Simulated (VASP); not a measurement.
# SnO2 (P4mm) in VASP: notebook

Runs on SnO2. Level: PBE. Tasks: single point, relaxation of cell and atoms.

Program: VASP 6.6.1. These are calculated values, not measurements. Logs are shortened: lines on timing, memory, paths and dates and some standing lists are left out, and cuts for length are marked.

## 1. The cell of the first run

The structure is tetragonal, space group P4mm (No. 99). Conventional cell: a = 3.177 Å, b = 3.177 Å, c = 4.370 Å, α = 90.00°, β = 90.00°, γ = 90.00°. Within 3.0 Å of Sn (site symmetry 4mm) lie 8 O at 2.25 to 2.60 Å. Within 1.6 Å of O (site symmetry 4mm) lie 1 O at 1.22 Å. Within 1.6 Å of O (site symmetry 4mm) lie 1 O at 1.22 Å.

The cell was built from a structure type or drawn by symmetry, and may not be a known phase.

## 2. Single point, PBE

INCAR reads:

```
SYSTEM = SnO2
PREC     = Accurate       ! precision mode
ENCUT    = 520            ! plane-wave cutoff, eV
EDIFF    = 1E-6           ! SCF threshold, eV
ISMEAR   = 0              ! smearing method
SIGMA    = 0.1            ! smearing width, eV
LREAL    = .False.        ! projectors in reciprocal space
LASPH    = .True.         ! aspherical terms in the spheres
NELM     = 100            ! most SCF steps
ALGO     = Normal         ! electronic algorithm
ISIF     = 2              ! what is computed and relaxed
LWAVE    = .False.        ! write WAVECAR
LCHARG   = .True.         ! write CHGCAR
GGA      = PE             ! functional
LELF     = .True.         ! ELF
LVHAR    = .True.       
NBANDS   = 20             ! bands
```

KPOINTS reads:

```
regular mesh
0
Gamma
  6 6 4
  0 0 0
```

POSCAR reads:

```
SnO2
1.0
    3.1774145200      0.0000000000      0.0000000000
    0.0000000000      3.1774145200      0.0000000000
    0.0000000000      0.0000000000      4.3704979600
Sn O
1 2
Direct
    0.0000000000      0.0000000000      0.3637829100
    0.5000000000      0.5000000000      0.3406719900
    0.5000000000      0.5000000000      0.0621393800
```

Potentials or basis: VASP PAW PBE potentials, release 64 (Sn_d, O).

Command:

```
> cat potpaw_PBE.64/Sn_d/POTCAR potpaw_PBE.64/O/POTCAR > POTCAR
> mpirun -np 1 vasp_std > vasp.out
```

OUTCAR:

```text
SYSTEM = SnO2
   PREC = Accurate
   ENCUT = 520
   EDIFF = 1E-6
   ISMEAR = 0
   LREAL = .False.
   LASPH = .True.
   NELM = 100
   ISIF = 2
   GGA = PE

 ion  position               nearest neighbor table
   1  0.000  0.000  0.364-   2 2.25   2 2.25   2 2.25   2 2.25   3 2.60   3 2.60   3 2.60   3 2.60

   2  0.500  0.500  0.341-   3 1.22   1 2.25   1 2.25   1 2.25   1 2.25
   3  0.500  0.500  0.062-   2 1.22   1 2.60   1 2.60   1 2.60   1 2.60

  LATTYP: Found a simple tetragonal cell.
 ALAT       =     3.1774145200
 C/A-ratio  =     1.3754887606

  Lattice vectors:

 A1 = (   3.1774145200,   0.0000000000,   0.0000000000)
 A2 = (   0.0000000000,   3.1774145200,   0.0000000000)
 A3 = (   0.0000000000,   0.0000000000,   4.3704979600)

Analysis of symmetry for initial positions (statically):
=====================================================================
 Subroutine PRICEL returns:
 Original cell was already a primitive cell.

 Routine SETGRP: Setting up the symmetry group for a
 simple tetragonal supercell.

 Subroutine GETGRP returns: Found  8 space group operations
 (whereof  8 operations were pure point group operations)
 out of a pool of 16 trial point group operations.

The static configuration has the point symmetry C_4v.

Analysis of symmetry for dynamics (positions and initial velocities):
=====================================================================
 Subroutine PRICEL returns:
 Original cell was already a primitive cell.

 Routine SETGRP: Setting up the symmetry group for a
 simple tetragonal supercell.

 Subroutine GETGRP returns: Found  8 space group operations
 (whereof  8 operations were pure point group operations)
 out of a pool of 16 trial point group operations.

The dynamic configuration has the point symmetry C_4v.

 Subroutine INISYM returns: Found  8 space group operations
 (whereof  8 operations are pure point group operations),
 and found     1 'primitive' translations

----------------------------------------------------------------------------------------

                                     Primitive cell

  volume of cell :      44.1244

  direct lattice vectors                    reciprocal lattice vectors
     3.177414520  0.000000000  0.000000000     0.314721291  0.000000000  0.000000000
     0.000000000  3.177414520  0.000000000     0.000000000  0.314721291  0.000000000
     0.000000000  0.000000000  4.370497960     0.000000000  0.000000000  0.228806879

  length of vectors
     3.177414520  3.177414520  4.370497960     0.314721291  0.314721291  0.228806879

  position of ions in fractional coordinates (direct lattice)
     0.000000000  0.000000000  0.363782910
     0.500000000  0.500000000  0.340671990
     0.500000000  0.500000000  0.062139380

  ion indices of the primitive-cell ions
   primitive index   ion index
                 1           1
                 2           2
                 3           3

----------------------------------------------------------------------------------------

 KPOINTS: regular mesh

Automatic generation of k-mesh.
 Grid dimensions read from file:
 generate k-points for:    6    6    4

 Generating k-lattice:

  Cartesian coordinates                     Fractional coordinates (reciprocal lattice)
     0.052453549  0.000000000  0.000000000     0.166666667  0.000000000  0.000000000
     0.000000000  0.052453549  0.000000000     0.000000000  0.166666667  0.000000000
     0.000000000  0.000000000  0.057201720     0.000000000  0.000000000  0.250000000

  Length of vectors
     0.052453549  0.052453549  0.057201720

  Shift w.r.t. Gamma in fractional coordinates (k-lattice)
     0.000000000  0.000000000  0.000000000

 Subroutine IBZKPT returns following result:
 ===========================================

 Found     30 irreducible k-points:

 Following reciprocal coordinates:
            Coordinates               Weight
  0.000000  0.000000  0.000000      1.000000
  0.166667  0.000000  0.000000      4.000000
  0.333333  0.000000  0.000000      4.000000
  0.500000  0.000000  0.000000      2.000000
  0.166667  0.166667  0.000000      4.000000
  0.333333  0.166667  0.000000      8.000000
[... 16 lines left out ...]
  0.333333  0.000000  0.500000      4.000000
  0.500000  0.000000  0.500000      2.000000
 [... further k-points ...]
   k-points           NKPTS =     30   k-points in BZ     NKDIM =     30   number of bands    NBANDS=     20
   number of dos      NEDOS =    301   number of ions     NIONS =      3
   total plane-waves  NPLWV =  20736
   dimension x,y,z NGX =    24 NGY =   24 NGZ =   36
   dimension x,y,z NGXF=    48 NGYF=   48 NGZF=   72
   ions per type =               1   2
   NGX,Y,Z   is equivalent  to a cutoff of  12.56, 12.56, 13.69 a.u.
   NGXF,Y,Z  is equivalent  to a cutoff of  25.11, 25.11, 27.39 a.u.
 SYSTEM =  SnO2
   PREC   = accura    normal or accurate (medium, high low for compatibility)
   ISTART =      0    job   : 0-new  1-cont  2-samecut
   ICHARG =      2    charge: 1-file 2-atom 10-const
   ISPIN  =      1    spin polarized calculation?
   LNONCOLLINEAR =      F non collinear calculations
   LSORBIT =      F    spin-orbit coupling
   LASPH  =      T    aspherical Exc in radial PAW
   ENCUT  =  520.0 eV  38.22 Ry    6.18 a.u.   5.91  5.91  8.13*2*pi/ulx,y,z
   NELM   =    100;   NELMIN=  2; NELMDL= -5     # of ELM steps
   EDIFF  = 0.1E-05   stopping-criterion for ELM
   LREAL  =      F    real-space projection
   EDIFFG = 0.1E-04   stopping-criterion for IOM
   NSW    =      0    number of steps for IOM
   IBRION =     -1    ionic relax: 0-MD 1-quasi-New 2-CG
   NFREE  =      0    steps in history (QN), initial steepest desc. (CG)
   ISIF   =      2    stress and relaxation
   ISYM   =      2    0-nonsym 1-usesym 2-fastsym
   POTIM  = 0.5000    time-step for ionic-motion
   TEBEG  =    0.0;   TEEND  =   0.0 temperature during run
   PSTRESS=    0.0 pullay stress
   NELECT =      26.0000    total number of electrons
   NUPDOWN=      -1.0000    fix difference up-down
   EMIN   =  10.00;   EMAX   =-10.00  energy-range for DOS
   EFERMI =   0.00;   METHOD = LEGACY
   ISMEAR =     0;   SIGMA  =   0.10  broadening in eV -4-tet -1-fermi 0-gaus
   EFERMI_NEDOS =   21; number of points for ismear=-14 and -15
   IALGO  =     38    algorithm
   IMIX   =      4    mixing-type and parameters
     AMIX     =   0.40;   BMIX     =  1.00
     AMIX_MAG =   1.60;   BMIX_MAG =  1.00
  volume/ion in A,a.u.               =      14.71        99.26
  Fermi-wavevector in a.u.,A,eV,Ry     =   1.372481  2.593613 25.629356  1.883705
  Thomas-Fermi vector in A             =   2.498084
   LORBIT       =      0    0 simple, 1 ext, 2 COOP (PROOUT), +10 PAW based schemes
   GGA     = PE    functional components
   LHFCALC =     F    Hartree Fock is set to
   AEXX    =    0.0000 exact exchange contribution
   IVDW    =     0    specifies the selected vdW correction
   LEPSILON=     F    determine dielectric tensor
   LRPA    =     F    only Hartree local field effects (RPA)
 non-spin polarized calculation
 Gauss-broadening in eV      SIGMA  =   0.10
  energy-cutoff  :      520.00
  volume of cell :       44.12
 maximum number of plane-waves:      1208
 NGX is ok and might be reduce to    24
   NGX = 11   NGY = 11   NGZ = 17

 number of electron      25.9999996 magnetization

 Free energy of the ion-electron system (eV)
  ---------------------------------------------------
  ext. energy  EPLUGINS =         0.00000000
  ---------------------------------------------------
  free energy    TOTEN  =       -11.80870994 eV

  energy without entropy =      -11.80765490  energy(sigma->0) =      -11.80818242

 E-fermi :   6.2313     XC(G=0): -10.0626

 val. band max:        6.2218305213   @ k =   0.0000   0.0000   0.2500
 cond. band min:       6.4197419843   @ k =   0.5000   0.0000   0.5000
 fundamental gap:      0.1979114630
 Fermi energy:         6.2312621930

 k-point     1 :       0.0000    0.0000    0.0000
  band No.  band energies     occupation
      1     -21.5668      2.00000
      2     -15.7480      2.00000
      3     -15.4963      2.00000
      4     -15.4612      2.00000
      5     -15.4108      2.00000
      6     -15.4108      2.00000
[... 12 lines left out ...]
     19      16.2635      0.00000
     20      20.4613      0.00000

 k-point     2 :       0.1667    0.0000    0.0000
  band No.  band energies     occupation
      1     -21.5119      2.00000
      2     -15.7107      2.00000
      3     -15.5107      2.00000
      4     -15.5076      2.00000
      5     -15.4072      2.00000
      6     -15.4051      2.00000
[... 12 lines left out ...]
     19      16.5203      0.00000
     20      19.0227      0.00000

 k-point     3 :       0.3333    0.0000    0.0000
  band No.  band energies     occupation
      1     -21.3997      2.00000
      2     -15.6787      2.00000
      3     -15.6063      2.00000
      4     -15.4806      2.00000
      5     -15.4010      2.00000
      6     -15.4009      2.00000
[... 12 lines left out ...]
     19      16.6149      0.00000
     20      18.8641      0.00000

 k-point     4 :       0.5000    0.0000    0.0000
  band No.  band energies     occupation
      1     -21.3422      2.00000
      2     -15.6771      2.00000
      3     -15.6529      2.00000
      4     -15.4750      2.00000
      5     -15.3981      2.00000
      6     -15.3767      2.00000
[... 429 lines left out ...]
 k-point    23 :       0.3333    0.0000    0.5000
  band No.  band energies     occupation
      1     -21.3904      2.00000
      2     -15.6774      2.00000
      3     -15.6060      2.00000
      4     -15.4825      2.00000
      5     -15.4026      2.00000
      6     -15.3938      2.00000
[... 12 lines left out ...]
     19      19.2087      0.00000
     20      19.3912      0.00000

 k-point    24 :       0.5000    0.0000    0.5000
  band No.  band energies     occupation
      1     -21.3336      2.00000
      2     -15.6754      2.00000
      3     -15.6526      2.00000
      4     -15.4780      2.00000
      5     -15.3996      2.00000
      6     -15.3706      2.00000
[... 12 lines left out ...]
     19      19.2927      0.00000
     20      21.0563      0.00000

 [... further k-points ...]

------------------------ aborting loop because EDIFF is reached ----------------------------------------

  FORCE on cell =-STRESS in cart. coord.  units (eV):
  Direction    XX          YY          ZZ          XY          YZ          ZX
  --------------------------------------------------------------------------------------
  -------------------------------------------------------------------------------------
  Total       10.8666755     10.8666755     15.9159449      0.0000000      0.0000000      0.0000000
  in kB      394.5741293    394.5741293    577.9154904      0.0000000      0.0000000      0.0000000
  external PRESSURE =     455.6879163 kB  Pullay stress =       0.0000000 kB

 VOLUME and BASIS-vectors are now :
 -----------------------------------------------------------------------------
  energy-cutoff  :      520.00
  volume of cell :       44.12
      direct lattice vectors                 reciprocal lattice vectors
     3.177414520  0.000000000  0.000000000     0.314721291  0.000000000  0.000000000
     0.000000000  3.177414520  0.000000000     0.000000000  0.314721291  0.000000000
     0.000000000  0.000000000  4.370497960     0.000000000  0.000000000  0.228806879

 POSITION                                       TOTAL-FORCE (eV/Angst)
 -----------------------------------------------------------------------------------
      0.00000      0.00000      1.58991        -0.000000      0.000000      0.050701
      1.58871      1.58871      1.48891        -0.000000     -0.000000     13.971448
      1.58871      1.58871      0.27158         0.000000      0.000000    -14.022149
 -----------------------------------------------------------------------------------
    total drift:                                0.000000     -0.000000     -0.000367

  FREE ENERGIE OF THE ION-ELECTRON SYSTEM (eV)
  ---------------------------------------------------
  free  energy   TOTEN  =       -11.8087099378 eV

  energy  without entropy=      -11.8076549041  energy(sigma->0) =      -11.80818242
```

Wall time 8.8 s (1 thread of Intel Xeon 6975P-C (Granite Rapids), shared host); peak memory 0.16 GiB.

Results:

* Free energy: -11.8087 eV
* Pressure: 45.6 GPa
* Largest force: 14.022 eV/Å
* Band gap on the k mesh: zero (bands 13 and 14 overlap by 0.92 eV)

Forces in eV/Å, atoms in the order of the input:
```
Sn    0.000   0.000   0.051
O     0.000   0.000  13.971
O     0.000   0.000 -14.022
```

Caveat: the standard files for N, O and F lose accuracy on very short bonds; the cell stands under pressure; spin-orbit coupling is left out, which moves the levels of the heavy elements; forces of over 1 eV/Å act on the atoms, so gaps and moduli don't describe the material at rest.

## 3. Relaxation of cell and atoms, PBE

INCAR reads:

```
SYSTEM = SnO2
ALGO = Normal
EDIFF = 1E-6
EDIFFG = -0.04
ENCUT = 600
GGA = PE
IBRION = 2
ISIF = 3
ISMEAR = 0
LASPH = .True.
LCHARG = .False.
LREAL = .False.
LWAVE = .False.
NELM = 60
NSW = 90
PREC = Accurate
SIGMA = 0.1
```

KPOINTS reads:

```
k-points
0
Gamma
  6 6 4
  0 0 0
```

POSCAR is that of step 2.

Potentials or basis: VASP PAW PBE potentials, release 64 (Sn_d, O).

Command:

```
> cat potpaw_PBE.64/Sn_d/POTCAR potpaw_PBE.64/O/POTCAR > POTCAR
> mpirun -np 1 vasp_std > vasp.out
```

Run time: 4.5 min. Hardware: 1 thread of Intel Xeon 6975P-C (Granite Rapids), shared host; peak memory 0.2 GiB.

Results (log left out):

- Free energy: -14.7093 eV
- Relaxed volume: 19.01 Å³/atom
- Relaxed cell: a = 3.465 Å, b = 3.465 Å, c = 4.749 Å, α = 90.00°, β = 90.00°, γ = 90.00°
- Space group after relaxing (to 0.1 Å): P4/mmm (No. 123)
- Energy gained by relaxing: 964.0 meV/atom
- Ionic steps: 36
- Pressure after relaxing: 0.2 GPa
- Largest force after relaxing: 0.012 eV/Å
- Band gap on the k mesh: 0.39 eV (least direct gap 1.21 eV)

Forces on the atoms (eV/Å):
```
Sn   0.000  0.000 -0.012
O    0.000  0.000  0.003
O    0.000  0.000  0.009
```

Stress tensor (GPa, compression positive):
```
0.31 0.00 0.00
0.00 0.31 0.00
0.00 0.00 0.09
```

The path:
```tsv
step	energy change (eV)	largest force (eV/Å)	pressure (GPa)	volume (Å³)
1	0.0000	14.0001	45.46	44.12
2	0.5361	0.7123	-14.64	76.39
3	0.1749	0.2104	-13.88	71.86
4	-0.1559	0.1900	-13.35	68.03
5	-1.3685	1.3609	-8.22	55.23
6	-1.8564	2.0714	4.58	49.47
7	-1.8796	0.8665	14.03	46.75
8	-1.9048	1.5043	8.89	48.04
9	-2.4694	1.5105	-4.72	54.71
10	-2.4693	1.5201	-4.59	54.62
11	-2.5145	2.2852	1.37	52.12
12	-2.5573	0.8266	-1.36	53.08
13	-2.6069	0.7243	-0.37	51.84
14	-2.6814	0.6534	3.79	48.23
15	-2.7143	0.5976	3.07	48.30
16	-2.7765	0.7135	0.99	48.50
17	-2.7340	1.2912	-2.60	48.88
18	-2.7865	0.8635	-0.18	48.63
19	-2.8085	0.2244	0.77	48.62
20	-2.8104	0.1642	1.17	48.62
21	-2.8312	0.0536	1.05	49.13
22	-2.8512	0.3057	0.99	50.63
23	-2.8523	0.2359	0.94	50.36
24	-2.8590	0.1602	0.45	51.11
25	-2.8642	0.1419	-0.17	52.20
26	-2.8582	0.3593	-1.34	54.42
27	-2.8647	0.1633	-0.43	52.72
28	-2.8683	0.1303	-0.52	53.03
29	-2.8763	0.2016	-0.85	53.95
30	-2.8817	0.4952	-1.31	55.79
31	-2.8852	0.4124	-1.01	56.01
32	-2.8901	0.2359	-0.42	56.45
33	-2.8906	0.1633	0.82	57.32
34	-2.8920	0.0301	0.26	56.91
35	-2.8920	0.0224	0.27	56.94
36	-2.8921	0.0118	0.24	57.02
```

Final structure:
```
Sn O
1.0
     3.46528    0.00000    0.00000
     0.00000    3.46528    0.00000
     0.00000    0.00000    4.74875
Sn O
1 2
Direct
  0.00000 0.00000 0.25619
  0.50000 0.50000 0.41616
  0.50000 0.50000 0.09424
```

Levels at points of the mesh, in eV from the valence-band top:
```
           k point  band 9  band 10  band 11  band 12  band 13  band 14  band 15  band 16  band 17
(0.00, 0.00, 0.00)   -5.13    -4.85    -4.85    -0.73    -0.73     2.48     4.10     6.08     7.79
(0.50, 0.00, 0.00)   -5.65    -4.19    -2.22    -0.72    -0.12     1.31     4.04     4.95     5.80
(0.50, 0.50, 0.00)   -6.40    -5.51    -4.13    -1.33    -1.33     3.77     4.09     5.34     5.34
(0.00, 0.00, 0.50)   -4.93    -4.81    -4.81    -0.82    -0.82     0.39     3.47     8.17     8.17
(0.50, 0.00, 0.50)   -5.16    -4.16    -2.67    -0.80     0.00     1.48     2.86     3.58     5.95
(0.50, 0.50, 0.50)   -6.33    -5.08    -3.94    -1.55    -1.55     2.41     3.21     5.44     5.44
```

Caveat: the standard files for N, O and F lose accuracy on very short bonds; the volume moved by over 15 % at a fixed basis, so the end points are rough; spin-orbit coupling is left out, which moves the levels of the heavy elements.
